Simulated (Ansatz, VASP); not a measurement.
**Two plane-wave programs on In**

Contents of INCAR:

```
ALGO     = Normal         # electronic algorithm
EDIFF    = 1E-6           # SCF threshold, eV
ENCUT    = 520            # plane-wave cutoff, eV
GGA      = PE             # functional
ISIF     = 2              # what is computed and relaxed
ISMEAR   = 0              # smearing method
LASPH    = T              # aspherical terms in the spheres
LCHARG   = T              # write CHGCAR
LELF     = T              # ELF
LREAL    = F              # projectors in reciprocal space
LVHAR    = T            
LWAVE    = F              # write WAVECAR
NBANDS   = 12             # bands
NELM     = 100            # most SCF steps
PREC     = Accurate       # precision mode
SIGMA    = 0.019000000000000003 # smearing width, eV
```

KPOINTS

```
k-points
0
Gamma
  11 11 11
```

Contents of POSCAR:

```
In
1.0
   -1.6254700000      1.6254700000      2.4737000000
    1.6254700000     -1.6254700000      2.4737000000
    1.6254700000      1.6254700000     -2.4737000000
In
1
Direct
    0.0000000000      0.0000000000      0.0000000000
```

The input input.yaml:

```yaml
crystal:
  lattice:
    - [-1.62547, 1.62547, 2.4737]
    - [1.62547, -1.62547, 2.4737]
    - [1.62547, 1.62547, -2.4737]
  atoms:
    - { symbol: In, position: [0.0, 0.0, 0.0] }
hamiltonian:
  xc: pbe
  pseudopotentials: { kind: paw }
kpoints:
  mp_grid: { grid: [11, 11, 11] }
scf:
  occupations: { method: gaussian, width: 0.019 }
output:
  forces: true
  stress: true
  eigenvalues: true
```

Alike in both runs: task single point; functional PBE; k mesh 11 × 11 × 11; occupations gaussian, width 0.019 eV; no spin polarisation.

|  | VASP | Ansatz |
| --- | --- | --- |
| version | VASP 6.6.1 | Ansatz 0.2.0 |
| potentials or method | VASP PAW PBE potentials, release 64 (In_d) | Ansatz PAW |
| plane-wave cutoff (eV) | 520 | 420 |
| valence electrons in the cell | 13 | 13 |

|  | VASP | Ansatz | Ansatz less VASP |
| --- | --- | --- | --- |
| gap on the k mesh at the Fermi level (eV) | none | none | - |
| pressure (GPa) | 2.0 | 2.0 | +0.05 |
| traceless stress, the component that is largest in VASP (GPa) | -0.43 | -0.43 | +0.002 |

A gap of «none» marks a metal or a gap that the smearing closes.
